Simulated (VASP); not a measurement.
Li, 6 atoms in the cell. The typed cell holds 6 atoms: a = 3.100 Å, b = 3.100 Å, c = 14.962 Å, α = 89.97°, β = 89.97°, γ = 119.77°. This isn't the form of Li at room conditions, which is bcc.

| Quantity | Value |
| --- | --- |
| Program | VASP 6.6.1 |
| Task | relaxation of shape and atoms at fixed volume |
| Functional | PBE |
| Potentials or basis | VASP PAW PBE potentials, release 64 (Li_sv) |
| Cutoff | 600 eV |
| k mesh | 14 × 14 × 4 |
| Occupations | gaussian, width 0.1 eV |
| Spin | no spin polarisation |
| Dipole correction | no |
| Further INCAR settings | ALGO = Fast; EDIFF = 1e-06; IBRION = 2; EDIFFG = -0.01; NSW = 50; ISIF = 4 |

Potentials or basis: VASP PAW PBE potentials, release 64 (Li_sv).

Run with:

```console
$ cat potpaw_PBE.64/Li_sv/POTCAR > POTCAR
$ mpirun -np 1 vasp_std > vasp.out
```

Hardware: 1 thread of Intel Xeon 8259CL, on a shared host.

Q: How long does it take, and how much memory?

A: It took 12 min on 1 thread of Intel Xeon 8259CL, with other jobs on the host, peak memory 0.49 GiB. Counts: scf iterations 15, k points 219, ion steps 1.
